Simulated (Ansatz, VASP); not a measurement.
This is a calculation of BiSbSe for VASP 6.6.1.

Contents of INCAR:

```
SYSTEM = BiSbSe
ALGO     = Normal         ! electronic algorithm
EDIFF    = 1E-7           ! SCF threshold, eV
ENCUT    = 520            ! plane-wave cutoff, eV
GGA      = PE             ! functional
ISIF     = 2              ! what is computed and relaxed
ISMEAR   = -1             ! smearing method
LASPH    = .TRUE.         ! aspherical terms in the spheres
LCHARG   = .TRUE.         ! write CHGCAR
LELF     = .TRUE.         ! ELF
LREAL    = .FALSE.        ! projectors in reciprocal space
LVHAR    = .TRUE.       
LWAVE    = .FALSE.        ! write WAVECAR
NBANDS   = 20             ! bands
NELM     = 100            ! most SCF steps
PREC     = Accurate       ! precision mode
SIGMA    = 0.05           ! smearing width, eV
```

File KPOINTS:

```
k-points
0
G
  7 7 6
  0 0 0
```

The input POSCAR:

```
BiSbSe
1.0
    4.7182896446      0.0000000000      0.0000000000
   -2.3591448272      4.0861586928      0.0000000000
    0.0000000000      0.0000000000      4.6064089601
Sb Bi Se
1 1 1
Direct
    0.6666666700      0.3333333300      0.5000000000
    0.0000000000      0.0000000000      0.0000000000
    0.3333333300      0.6666666700      0.5000000000
```

Potentials or basis: VASP PAW PBE potentials, release 64 (Sb, Bi_d, Se).

Run with:

```bash
$ cat potpaw_PBE.64/Sb/POTCAR potpaw_PBE.64/Bi_d/POTCAR potpaw_PBE.64/Se/POTCAR > POTCAR
$ mpirun -np 1 vasp_std > vasp.out
```

Problem. Set up the same calculation for Ansatz 0.2.0. Potentials there: all-electron LAPW, scalar-relativistic.

Solution. As run (the cutoff follows the program's own potentials):

input.yaml

```yaml
crystal:
  lattice:
    - [4.7182896446, 0.0, 0.0]
    - [-2.3591448272, 4.0861586928, 0.0]
    - [0.0, 0.0, 4.6064089601]
  atoms:
    - { symbol: Sb, position: [0.66666667, 0.33333333, 0.5] }
    - { symbol: Bi, position: [0.0, 0.0, 0.0] }
    - { symbol: Se, position: [0.33333333, 0.66666667, 0.5] }
kpoints:
  mp_grid: { grid: [7, 7, 6] }
scf:
  occupations: { method: fermi_dirac, width: 0.05 }
hamiltonian:
  xc: pbe
  pseudopotentials: { kind: all_electron, lapw: { basis_error: 0.001 } }
output:
  forces: true
  stress: true
  eigenvalues: true
```

Potentials or basis: all-electron LAPW, scalar-relativistic.

Launch:

```sh
$ ansatz run input.yaml --threads 2 --pin off --max-ram 6144MiB --backend cpu --events-out ev --progress --plain --runs-dir out
```

Both were run:

|  | VASP | Ansatz | Ansatz less VASP |
| --- | --- | --- | --- |
| gap on the k mesh at the Fermi level (eV) | none | none | - |
| pressure (GPa) | 1.7 | 1.7 | +0.05 |
| traceless stress, the component that is largest in VASP (GPa) | -6.18 | -6.18 | -0.001 |

A gap of «none» marks a metal or a gap that the smearing closes. Ansatz ran all-electron here, and VASP with PAW potentials.

Spin-orbit coupling is off throughout.
